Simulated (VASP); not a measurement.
Runs of VASP 6.6.1 on ZrC. The structure is cubic, space group F-43m (No. 216). Conventional cell: a = 5.091 Å, b = 5.091 Å, c = 5.091 Å, α = 90.00°, β = 90.00°, γ = 90.00°. Within 2.9 Å of Zr (site symmetry -43m) lie 4 C at 2.20 Å. C (site symmetry -43m) has 4 Zr at 2.20 Å within 2.9 Å. 

```tsv
task	level	cell	cutoff (eV)	share of exact exchange	screening parameter	gap on the mesh (eV)	pressure (GPa)
single point	r2SCANh	as given	520	0.1	-	1.54	-0.3
single point	r2SCAN50	as given	520	0.5	-	3.79	-2.5
single point	HF	as given	520	1	-	7.32	(b)
relaxation of cell and atoms	HSE06	relaxed	600	0.25	0.2079 1/Å	(a)	0.0
```

Alike in all rows: potentials or basis VASP PAW PBE potentials, release 64 (Zr_sv, C); no spin polarisation; k mesh 5 × 5 × 5; smearing fermi-dirac 0.05 eV.

Fill in the values left out.

(a) 1.46; (b) 8.1.

Caveats: all runs use coarse meshes; the PAW data sets were made with another functional, which shifts forces and pressure a little; an odd mesh through Γ misses points on the zone boundary, where band edges can lie.

A k mesh can miss the band edges, and the runs leave out spin-orbit coupling on Zr.
